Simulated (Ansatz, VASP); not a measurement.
# One calculation of BiTe, two programs

```xyz
2
Lattice="2.5576 1.4766 2.9767 -2.5576 1.4766 2.9767 0.0000 -2.9532 2.9767" Properties=species:S:1:pos:R:3 pbc="T T T"
Bi    0.0000    0.0000    4.4650
Te    0.0000    0.0000    0.0000
```

Alike in both runs: task single point; functional PBE; k mesh 12 × 12 × 12; occupations gaussian, width 0.15 eV; no spin polarisation.

```csv
,VASP,Ansatz
version,VASP 6.6.1,Ansatz 0.2.0
potentials or method,"VASP PAW PBE potentials, release 64 (Bi_d, Te), cutoff 520 eV","scalar-relativistic, plane waves, PAW"
valence electrons in the cell,21,31
```

Ansatz gave:

- gap on the k mesh at the Fermi level (eV): none
- pressure (GPa): -1.8
- traceless stress, the component that is largest in VASP (GPa): 2.58

Problem. What did VASP give for the same quantities?

Solution. gap on the k mesh at the Fermi level (eV): none; pressure (GPa): -1.9; traceless stress, the component that is largest in VASP (GPa): 2.58.

A gap of «none» marks a metal or a gap that the smearing closes. VASP's potentials hold 21 valence electrons a cell and Ansatz's 31, so a difference there can come from the potentials and not from the codes.

Spin-orbit coupling is off throughout.
